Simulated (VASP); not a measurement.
# InSb (I-4m2) in VASP: further runs

The runs below take InSb through electric field gradients, with PBE.

All numbers are computed with VASP 6.6.1; they aren't measurements. Logs are shortened: lines on timing, memory, paths and dates and some standing lists are left out, and cuts for length are marked.

## 1. The cell of the first run

It takes space group I-4m2 (No. 119, tetragonal). Conventional cell: a = 4.581 Å, b = 4.581 Å, c = 6.349 Å, α = 90.00°, β = 90.00°, γ = 90.00°. Within 3.7 Å of In (site symmetry -4m2) lie 4 Sb at 2.79 Å. Sb (site symmetry -4m2) has 4 In at 2.79 Å within 3.7 Å.

## 2. Electric field gradients, PBE (zz strain of -2 %)

Contents of INCAR:

```
SYSTEM = InSb
  PREC = Accurate
  ENCUT = 400
  EDIFF = 1E-8
  ISMEAR = -1
  SIGMA = 0.03
  LREAL = .False.
  LASPH = .True.
  NELM = 120
  ALGO = Normal
  ISIF = 2
  LWAVE = .False.
  LCHARG = .False.
  GGA = PE
  LEFG = .True.
  NBANDS = 16
  GGA_COMPAT = .False.
```

Contents of KPOINTS:

```
Automatic mesh
0
Gamma
  10 10 10
  0 0 0
```

Contents of POSCAR:

```
InSb
1.0
    0.0000000000      3.2391000000      3.1743180000
    3.2391000000      0.0000000000      3.1743180000
    3.2391000000      3.2391000000      0.0000000000
In Sb
1 1
Direct
    0.0000000000      0.0000000000      0.0000000000
    0.7500000000      0.7500000000      0.7500000000
```

Potentials or basis: VASP PAW PBE potentials, release 64 (In_d, Sb).

On the command line:

```console
cat potpaw_PBE.64/In_d/POTCAR potpaw_PBE.64/Sb/POTCAR > POTCAR
mpirun -np 1 vasp_std > vasp.out
```

OUTCAR:

```text
SYSTEM = InSb
   PREC = Accurate
   ENCUT = 400
   EDIFF = 1E-8
   ISMEAR = -1
   LREAL = .False.
   LASPH = .True.
   NELM = 120
   ISIF = 2
   GGA = PE

 ion  position               nearest neighbor table
   1  0.000  0.000  0.000-   2 2.79   2 2.79   2 2.79   2 2.79
   2  0.750  0.750  0.750-   1 2.79   1 2.79   1 2.79   1 2.79

  LATTYP: Found a body centered tetragonal cell.
 ALAT       =     4.5807791499
 C/A-ratio  =     1.3859292911

  Lattice vectors:

 A1 = (   0.0000000000,  -3.2391000000,  -3.1743180000)
 A2 = (   0.0000000000,   3.2391000000,  -3.1743180000)
 A3 = (   3.2391000000,   0.0000000000,   3.1743180000)

Analysis of symmetry for initial positions (statically):
=====================================================================
 Subroutine PRICEL returns:
 Original cell was already a primitive cell.

 Routine SETGRP: Setting up the symmetry group for a
 body centered tetragonal supercell.

 Subroutine GETGRP returns: Found  8 space group operations
 (whereof  8 operations were pure point group operations)
 out of a pool of 16 trial point group operations.

The static configuration has the point symmetry D_2d.

Analysis of symmetry for dynamics (positions and initial velocities):
=====================================================================
 Subroutine PRICEL returns:
 Original cell was already a primitive cell.

 Routine SETGRP: Setting up the symmetry group for a
 body centered tetragonal supercell.

 Subroutine GETGRP returns: Found  8 space group operations
 (whereof  8 operations were pure point group operations)
 out of a pool of 16 trial point group operations.

The dynamic configuration has the point symmetry D_2d.

 Subroutine INISYM returns: Found  8 space group operations
 (whereof  8 operations are pure point group operations),
 and found     1 'primitive' translations

----------------------------------------------------------------------------------------

                                     Primitive cell

  volume of cell :      66.6084

  direct lattice vectors                    reciprocal lattice vectors
     0.000000000  3.239100000  3.174318000    -0.154363867  0.154363867  0.157514149
     3.239100000  0.000000000  3.174318000     0.154363867 -0.154363867  0.157514149
[... 118 lines left out ...]
  volume of cell :       66.61
 maximum number of plane-waves:      1235
 NGX is ok and might be reduce to    30
   NGX = 15   NGY = 15   NGZ = 15

 number of electron      18.0000010 magnetization

 Free energy of the ion-electron system (eV)
  ---------------------------------------------------
  ext. energy  EPLUGINS =         0.00000000
  ---------------------------------------------------
  free energy    TOTEN  =        -6.87320453 eV

  energy without entropy =       -6.87309438  energy(sigma->0) =       -6.87314945

 E-fermi :   5.3644     XC(G=0):  -8.7748

 val. band max:        5.2932736700   @ k =   0.0000   0.0000   0.0000
 cond. band min:       5.3925201797   @ k =   0.0000   0.0000   0.0000
 fundamental gap:      0.0992465098
 Fermi energy:         5.3643771165

 k-point     1 :       0.0000    0.0000    0.0000
  band No.  band energies     occupation
      1      -9.3267      2.00000
      2      -9.3267      2.00000
      3      -9.3226      2.00000
      4      -9.2356      2.00000
      5      -9.2331      2.00000
      6      -5.5238      2.00000
[... 433 lines left out ...]
      3      -9.2895      2.00000
      4      -9.2519      2.00000
      5      -9.2251      2.00000
      6      -4.0828      2.00000
[... 8 lines left out ...]
     15      14.9413      0.00000
     16      15.6081      0.00000

 [... further k-points ...]
[... 5 lines left out ...]
  --------------------------------------------------------------------------------------
  -------------------------------------------------------------------------------------
  Total        1.6739273      1.6739273      1.8730430      0.0000000     -0.0000000      0.0000000
  in kB       40.2641025     40.2641025     45.0535671      0.0000000     -0.0000000      0.0000000
  external PRESSURE =      41.8605907 kB  Pullay stress =       0.0000000 kB

 VOLUME and BASIS-vectors are now :
 -----------------------------------------------------------------------------
  energy-cutoff  :      400.00
  volume of cell :       66.61
      direct lattice vectors                 reciprocal lattice vectors
     0.000000000  3.239100000  3.174318000    -0.154363867  0.154363867  0.157514149
     3.239100000  0.000000000  3.174318000     0.154363867 -0.154363867  0.157514149
     3.239100000  3.239100000  0.000000000     0.154363867  0.154363867 -0.157514149

 POSITION                                       TOTAL-FORCE (eV/Angst)
 -----------------------------------------------------------------------------------
      0.00000      0.00000      0.00000         0.000000      0.000000     -0.000000
      4.85865      4.85865      4.76148        -0.000000     -0.000000      0.000000
 -----------------------------------------------------------------------------------
    total drift:                               -0.000000     -0.000000     -0.000001

  FREE ENERGIE OF THE ION-ELECTRON SYSTEM (eV)
  ---------------------------------------------------
  free  energy   TOTEN  =        -6.8732045276 eV

  energy  without entropy=       -6.8730943796  energy(sigma->0) =       -6.87314945

 Electric field gradients (V/A^2)
---------------------------------------------------------------------
 ion       V_xx      V_yy      V_zz      V_xy      V_xz      V_yz
---------------------------------------------------------------------
   1      -2.866    -2.866     5.732    -0.000     0.001     0.001
   2       2.211     2.211    -4.422     0.000     0.000     0.000
---------------------------------------------------------------------

 Electric field gradients after diagonalization (V/A^2)
 (convention: |V_zz| > |V_xx| > |V_yy|)
----------------------------------------------------------------------
 ion       V_xx      V_yy      V_zz     asymmetry (V_yy - V_xx)/ V_zz
----------------------------------------------------------------------
   1      -2.866    -2.866     5.732       0.000
   2       2.211     2.211    -4.422       0.000
----------------------------------------------------------------------

           NMR quadrupolar parameters

 Cq : quadrupolar parameter    Cq=e*Q*V_zz/h
 eta: asymmetry parameters     (V_yy - V_xx)/ V_zz
 Q  : nuclear electric quadrupole moment in mb (millibarn)
----------------------------------------------------------------------
 ion       Cq(MHz)       eta       Q (mb)
----------------------------------------------------------------------
   1       0.014       0.000       1.000
   2      -0.011       0.000       1.000
----------------------------------------------------------------------
```

OSZICAR:

```text
N       E                     dE             d eps       ncg     rms          rms(c)
DAV:   1     0.106006762068E+03    0.10601E+03   -0.68720E+03  3264   0.937E+02
DAV:   2    -0.328945830379E+00   -0.10634E+03   -0.10301E+03  3752   0.255E+02
DAV:   3    -0.680090480524E+01   -0.64720E+01   -0.64544E+01  4080   0.681E+01
DAV:   4    -0.697824485000E+01   -0.17734E+00   -0.17731E+00  4224   0.131E+01
DAV:   5    -0.698784132717E+01   -0.95965E-02   -0.95964E-02  4824   0.241E+00    0.433E+00
DAV:   6    -0.688672345438E+01    0.10112E+00   -0.15381E-01  4736   0.609E+00    0.251E+00
DAV:   7    -0.687155643718E+01    0.15167E-01   -0.72180E-02  4392   0.254E+00    0.640E-01
DAV:   8    -0.687248669634E+01   -0.93026E-03   -0.79077E-03  4280   0.104E+00    0.274E-01
DAV:   9    -0.687312452015E+01   -0.63782E-03   -0.97098E-04  4056   0.257E-01    0.772E-02
DAV:  10    -0.687316243463E+01   -0.37914E-04   -0.48204E-05  4496   0.477E-02    0.394E-02
DAV:  11    -0.687320291395E+01   -0.40479E-04   -0.72772E-05  3824   0.563E-02    0.240E-02
DAV:  12    -0.687320434981E+01   -0.14359E-05   -0.13168E-06  4176   0.790E-03    0.603E-03
DAV:  13    -0.687320453376E+01   -0.18394E-06   -0.13160E-06  3960   0.738E-03    0.311E-03
DAV:  14    -0.687320444043E+01    0.93329E-07   -0.37084E-08  4696   0.106E-03    0.963E-04
DAV:  15    -0.687320446086E+01   -0.20430E-07   -0.72114E-09  3208   0.537E-04    0.517E-04
DAV:  16    -0.687320452349E+01   -0.62634E-07   -0.15889E-09  2648   0.299E-04    0.129E-04
DAV:  17    -0.687320452758E+01   -0.40939E-08   -0.22585E-10  2264   0.140E-04
   1 F= -.68732045E+01 E0= -.68731495E+01  d E =-.110148E-03
```

stdout:

```text
POSCAR found type information on POSCAR InSb
 POSCAR found :  2 types and       2 ions
 scaLAPACK will be used
 LDA part: xc-table for (Slater+PW92), standard interpolation
 POSCAR, INCAR and KPOINTS ok, starting setup
 FFT: planning ... GRIDC
 FFT: planning ... GRID_SOFT
 FFT: planning ... GRID
 WAVECAR not read
 entering main loop
ion   1

ion   2
```

Run time: 2.2 min. Hardware: 1 thread of Intel Xeon 8259CL, shared host; peak memory 0.22 GiB.

Results:

- Free energy: -6.8732 eV
- Pressure: 4.2 GPa
- Band gap on the k mesh: 0.10 eV, direct

Levels at points of the mesh, in eV from the valence-band top:
```
           k point  band 5  band 6  band 7  band 8  band 9  band 10  band 11  band 12  band 13  band 14
(0.00, 0.00, 0.00)  -14.53  -10.82   -0.04    0.00    0.00     0.10     2.96     3.01     3.01     5.78
(0.50, 0.00, 0.00)  -14.52   -9.40   -5.68   -1.07   -0.94     0.60     3.80     3.91     6.12     8.42
(0.50, 0.50, 0.00)  -14.52   -8.72   -5.91   -2.37   -2.37     1.25     1.28     8.32     8.32     9.05
(0.50, 0.00, 0.50)  -14.52   -8.78   -6.00   -2.27   -2.26     1.38     1.40     8.25     8.33     8.93
```

Electric field gradients, principal values (V/Å²):
```tsv
atom	least	middle	greatest (by size)
1 In	-2.866	-2.866	5.732
2 Sb	2.211	2.211	-4.422
```

Caveat: the cell differs from its parent crystal (zz strain of -2 %); without QUAD_EFG the Cq values of the log hold for a quadrupole moment of 1 mb, not for the nuclei; spin-orbit coupling is left out, which moves the levels of the heavy elements.

## 3. Electric field gradients, PBE (zz strain of -2 %)

Contents of INCAR:

```
ALGO = Normal ; EDIFF = 1E-8
ENCUT = 400 ; GGA = PE
GGA_COMPAT = False ; ISIF = 2
ISMEAR = -1 ; LASPH = True
LCHARG = False ; LEFG = True
LREAL = False ; LWAVE = False
NBANDS = 16 ; NELM = 120
PREC = Accurate ; SIGMA = 0.03
```

Contents of KPOINTS:

```
k-points
0
Gamma
  10 10 10
```

POSCAR is that of step 2.

Potentials or basis: VASP PAW PBE potentials, release 64 (In_d, Sb).

On the command line:

```console
cat potpaw_PBE.64/In_d/POTCAR potpaw_PBE.64/Sb/POTCAR > POTCAR
mpirun -np 1 vasp_std > vasp.out
```

OUTCAR:

```text
EDIFF = 1E-8
   ENCUT = 400
   GGA = PE
   ISIF = 2
   ISMEAR = -1
   LASPH = True
   LREAL = False
   NELM = 120
   PREC = Accurate

 ion  position               nearest neighbor table
   1  0.000  0.000  0.000-   2 2.79   2 2.79   2 2.79   2 2.79
   2  0.750  0.750  0.750-   1 2.79   1 2.79   1 2.79   1 2.79

  LATTYP: Found a body centered tetragonal cell.
 ALAT       =     4.5807791499
 C/A-ratio  =     1.3859292911

  Lattice vectors:

 A1 = (   0.0000000000,  -3.2391000000,  -3.1743180000)
 A2 = (   0.0000000000,   3.2391000000,  -3.1743180000)
 A3 = (   3.2391000000,   0.0000000000,   3.1743180000)

Analysis of symmetry for initial positions (statically):
=====================================================================
 Subroutine PRICEL returns:
 Original cell was already a primitive cell.

 Routine SETGRP: Setting up the symmetry group for a
 body centered tetragonal supercell.

 Subroutine GETGRP returns: Found  8 space group operations
 (whereof  8 operations were pure point group operations)
 out of a pool of 16 trial point group operations.

The static configuration has the point symmetry D_2d.

Analysis of symmetry for dynamics (positions and initial velocities):
=====================================================================
 Subroutine PRICEL returns:
 Original cell was already a primitive cell.

 Routine SETGRP: Setting up the symmetry group for a
 body centered tetragonal supercell.

 Subroutine GETGRP returns: Found  8 space group operations
 (whereof  8 operations were pure point group operations)
 out of a pool of 16 trial point group operations.

The dynamic configuration has the point symmetry D_2d.

[... 151 lines left out ...]
 Fermi energy:         5.3643771165

 k-point     1 :       0.0000    0.0000    0.0000
  band No.  band energies     occupation
      1      -9.3267      2.00000
      2      -9.3267      2.00000
      3      -9.3226      2.00000
      4      -9.2356      2.00000
      5      -9.2331      2.00000
      6      -5.5238      2.00000
[... 433 lines left out ...]
      3      -9.2895      2.00000
      4      -9.2519      2.00000
      5      -9.2251      2.00000
      6      -4.0828      2.00000
[... 8 lines left out ...]
     15      14.9413      0.00000
     16      15.6081      0.00000

 [... further k-points ...]
[... 5 lines left out ...]
  --------------------------------------------------------------------------------------
  -------------------------------------------------------------------------------------
  Total        1.6739273      1.6739273      1.8730430      0.0000000     -0.0000000      0.0000000
  in kB       40.2641025     40.2641025     45.0535671      0.0000000     -0.0000000      0.0000000
  external PRESSURE =      41.8605907 kB  Pullay stress =       0.0000000 kB

 VOLUME and BASIS-vectors are now :
 -----------------------------------------------------------------------------
  energy-cutoff  :      400.00
  volume of cell :       66.61
      direct lattice vectors                 reciprocal lattice vectors
     0.000000000  3.239100000  3.174318000    -0.154363867  0.154363867  0.157514149
     3.239100000  0.000000000  3.174318000     0.154363867 -0.154363867  0.157514149
     3.239100000  3.239100000  0.000000000     0.154363867  0.154363867 -0.157514149

 POSITION                                       TOTAL-FORCE (eV/Angst)
 -----------------------------------------------------------------------------------
      0.00000      0.00000      0.00000         0.000000      0.000000     -0.000000
      4.85865      4.85865      4.76148        -0.000000     -0.000000      0.000000
 -----------------------------------------------------------------------------------
    total drift:                               -0.000000     -0.000000     -0.000001

  FREE ENERGIE OF THE ION-ELECTRON SYSTEM (eV)
  ---------------------------------------------------
  free  energy   TOTEN  =        -6.8732045276 eV

  energy  without entropy=       -6.8730943796  energy(sigma->0) =       -6.87314945

 Electric field gradients (V/A^2)
---------------------------------------------------------------------
 ion       V_xx      V_yy      V_zz      V_xy      V_xz      V_yz
---------------------------------------------------------------------
   1      -2.866    -2.866     5.732    -0.000     0.001     0.001
   2       2.211     2.211    -4.422     0.000     0.000     0.000
---------------------------------------------------------------------

 Electric field gradients after diagonalization (V/A^2)
 (convention: |V_zz| > |V_xx| > |V_yy|)
----------------------------------------------------------------------
 ion       V_xx      V_yy      V_zz     asymmetry (V_yy - V_xx)/ V_zz
----------------------------------------------------------------------
   1      -2.866    -2.866     5.732       0.000
   2       2.211     2.211    -4.422       0.000
----------------------------------------------------------------------

           NMR quadrupolar parameters

 Cq : quadrupolar parameter    Cq=e*Q*V_zz/h
 eta: asymmetry parameters     (V_yy - V_xx)/ V_zz
 Q  : nuclear electric quadrupole moment in mb (millibarn)
----------------------------------------------------------------------
 ion       Cq(MHz)       eta       Q (mb)
----------------------------------------------------------------------
   1       0.014       0.000       1.000
   2      -0.011       0.000       1.000
----------------------------------------------------------------------
```

It took 2 min on 1 thread of Intel Xeon 8259CL, shared host; peak memory 0.22 GiB.

Results:

```yaml
Free_energy: -6.8732 eV
Pressure: 4.2 GPa
Band_gap_on_the_k_mesh: 0.10 eV, direct
```

Levels at points of the mesh, in eV from the valence-band top:
```csv
k point,band 7,band 8,band 9,band 10,band 11,band 12
"(0.00, 0.00, 0.00)",-0.04,0.00,0.00,0.10,2.96,3.01
"(0.50, 0.00, 0.00)",-5.68,-1.07,-0.94,0.60,3.80,3.91
"(0.50, 0.50, 0.00)",-5.91,-2.37,-2.37,1.25,1.28,8.32
"(0.50, 0.00, 0.50)",-6.00,-2.27,-2.26,1.38,1.40,8.25
```

Electric field gradients, principal values (V/Å²):
```
atom   least  middle  greatest (by size)
1 In  -2.866  -2.866               5.732
2 Sb   2.211   2.211              -4.422
```

Caveat: the cell differs from its parent crystal (zz strain of -2 %); without QUAD_EFG the Cq values of the log hold for a quadrupole moment of 1 mb, not for the nuclei; spin-orbit coupling is left out, which moves the levels of the heavy elements.

(Continued in part 2 of 2.)
